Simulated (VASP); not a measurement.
Wanted: the native input for a VASP 6.6.1 run.

```
Task                   : single point
Functional             : PBE
Potentials or basis    : VASP PAW PBE potentials, release 64 (Sr_sv, Mo_sv)
Cutoff                 : 500 eV
k mesh                 : 4 × 4 × 4
Occupations            : gaussian, width 0.1 eV
Spin                   : no spin polarisation
Dipole correction      : no
Further INCAR settings : ALGO = Normal; EDIFF = 1e-06; NBANDS = 54
```

The structure of Sr3Mo lies in POSCAR:

```
Sr3Mo
1.0
    6.5856478728      0.0000000000      0.0000000000
    0.0000000000      6.5856478728      0.0000000000
    0.0000000000      0.0000000000      6.5856478728
Sr Mo
6 2
Direct
    0.0000000000      0.2500000000      0.5000000000
    0.0000000000      0.7500000000      0.5000000000
    0.2500000000      0.5000000000      0.0000000000
    0.7500000000      0.5000000000      0.0000000000
    0.5000000000      0.0000000000      0.2500000000
    0.5000000000      0.0000000000      0.7500000000
    0.5000000000      0.5000000000      0.5000000000
    0.0000000000      0.0000000000      0.0000000000
```

The cell was generated, and may not be a known phase.

These files were run (other wordings do the same):

INCAR

```
  PREC = Accurate
  ENCUT = 500
  EDIFF = 1E-6
  ISMEAR = 0
  SIGMA = 0.1
  LREAL = False
  LASPH = True
  NELM = 120
  ALGO = Normal
  ISIF = 2
  LWAVE = False
  LCHARG = False
  GGA = PE
  NBANDS = 54
  GGA_COMPAT = False
```

KPOINTS

```
Automatic mesh
0
Gamma
  4 4 4
```

Potentials or basis: VASP PAW PBE potentials, release 64 (Sr_sv, Mo_sv).

Launch:

```console
$ cat potpaw_PBE.64/Sr_sv/POTCAR potpaw_PBE.64/Mo_sv/POTCAR > POTCAR
$ mpirun -np 1 vasp_std > vasp.out
```

Results of the run:

The pressure is 0.3 GPa and the band gap on the k mesh is zero (bands 44 and 45 overlap by 0.15 eV).

Wall time 4.2 min on 1 thread of Intel(R) Xeon(R) Platinum 8259CL CPU @ 2.50GHz (Skylake/Cascade Lake), with other jobs on the host, peak memory 0.39 GiB.
